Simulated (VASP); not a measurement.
A run of VASP 6.6.1 is set up as follows.

The input POSCAR:

```
Ca
1.0
    3.9799995206      0.0000000000      0.0000000000
   -1.9899997603      3.4467806919      0.0000000000
    0.0000000000      0.0000000000      6.5200000000
Ca
2
Direct
    0.3333333333      0.6666666667      0.2500000000
    0.6666666667      0.3333333333      0.7500000000
```

Contents of INCAR.step1:

```
  ALGO = Normal
  EDIFF = 1E-4
  ENCUT = 520
  GGA = PE
  ISMEAR = 0
  LASPH = True
  LCHARG = False
  LREAL = False
  LWAVE = True
  NBANDS = 17
  NELM = 100
  PREC = Accurate
  SIGMA = 0.15
```

The input INCAR.step2:

```
  ALGO = Normal
  EDIFF = 1E-6
  ENCUT = 520
  ISIF = 2
  ISMEAR = 0
  ISTART = 1
  LASPH = True
  LCHARG = False
  LMIXTAU = True
  LREAL = False
  LWAVE = False
  METAGGA = R2SCAN
  NBANDS = 17
  NELM = 100
  PREC = Accurate
  SIGMA = 0.15
```

KPOINTS

```
k-points
0
Gamma
  15 15 8
```

Potentials or basis: VASP PAW PBE potentials, release 64 (Ca_sv).

Run with:

```sh
$ cat potpaw_PBE.64/Ca_sv/POTCAR > POTCAR
$ cp INCAR.step1 INCAR
$ mpirun -np 1 vasp_std > vasp.out
$ cp INCAR.step2 INCAR
$ mpirun -np 1 vasp_std > vasp.out
```

(1) What does it give for the band gap on the k mesh?

(2) Estimate the pressure.

## Answers

(1) zero (band 10 reaches 2.09 eV, above the bottom of band 11 at 1.43 eV).

(2) -0.5 GPa.

Caveat: the PAW data sets were made with another functional, which shifts forces and pressure a little.
